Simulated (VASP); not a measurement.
Mn2ZnAs2:

```
Mn Zn As
1.0
     4.09900    0.00000    0.00000
    -2.04950    3.54984    0.00000
     0.00000    0.00000    6.57200
Mn Zn As
2 1 2
Direct
  0.33333 0.66667 0.36944
  0.66667 0.33333 0.63056
  0.00000 0.00000 0.00000
  0.33333 0.66667 0.76793
  0.66667 0.33333 0.23207
```

Base run:

```yaml
Program: VASP 6.6.1
Functional: PBE
Potentials_or_basis: VASP PAW PBE potentials, release 64 (Mn_pv, Zn, As)
Cutoff: 520 eV
k_mesh: 8 × 8 × 5
Occupations: fermi-dirac, width 0.05 eV
Spin: no spin polarisation
```

Its results: band gap on the k mesh zero (bands 24 and 25 overlap by 0.18 eV); pressure -15.9 GPa; largest force 1.966 eV/Å.

Task: The run is repeated on the same cell with these changes: functional from PBE to r2SCAN. What comes out?

Result: Band gap on the k mesh zero (bands 24 and 25 overlap by 0.13 eV); pressure -18.8 GPa; largest force 2.265 eV/Å.

Caveats: the cell stands under tension; the run has no spin polarisation, though such a crystal can be magnetic; forces of over 1 eV/Å act on the atoms, so gaps and moduli don't describe the material at rest (at least some runs); the PAW data sets were made with another functional, which shifts forces and pressure a little (at least some runs).
